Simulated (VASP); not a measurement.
A run of VASP 6.6.1 is set up as follows.

File INCAR:

```
SYSTEM = LiCuN
PREC     = Accurate       ! precision mode
ENCUT    = 520            ! plane-wave cutoff, eV
EDIFF    = 1E-6           ! SCF threshold, eV
ISMEAR   = 0              ! smearing method
SIGMA    = 0.1            ! smearing width, eV
LREAL    = .FALSE.        ! projectors in reciprocal space
LASPH    = .TRUE.         ! aspherical terms in the spheres
NELM     = 150            ! most SCF steps
ALGO     = Normal         ! electronic algorithm
ISIF     = 2              ! what is computed and relaxed
LWAVE    = .FALSE.        ! write WAVECAR
LCHARG   = .TRUE.         ! write CHGCAR
ISPIN    = 2              ! spin polarisation
MAGMOM   = 0 1 0          ! initial moments
LORBIT   = 11             ! projections on sites
LMAXMIX  = 4              ! l up to which the mixer works
GGA      = PE             ! functional
LELF     = .TRUE.         ! ELF
LVHAR    = .TRUE.       
NBANDS   = 20             ! bands
```

Contents of KPOINTS:

```
Automatic mesh
0
G
  6 6 4
  0 0 0
```

Contents of POSCAR:

```
LiCuN
1.0
    2.8090879200      0.0000000000      0.0000000000
    0.0000000000      2.8090879200      0.0000000000
    0.0000000000      0.0000000000      4.3278017900
Li Cu N
1 1 1
Direct
    0.5000000000      0.5000000000      0.5000000000
    0.5000000000      0.5000000000      0.0000000000
    0.0000000000      0.0000000000      0.5000000000
```

Potentials or basis: VASP PAW PBE potentials, release 64 (Li_sv, Cu, N).

Run with:

```sh
$ cat potpaw_PBE.64/Li_sv/POTCAR potpaw_PBE.64/Cu/POTCAR potpaw_PBE.64/N/POTCAR > POTCAR
$ mpirun -np 1 vasp_std > vasp.out
```

Q: Estimate the net moment.

A: 0.00 μB per cell.

Caveat: the k points lie up to 0.37 Å⁻¹ apart.
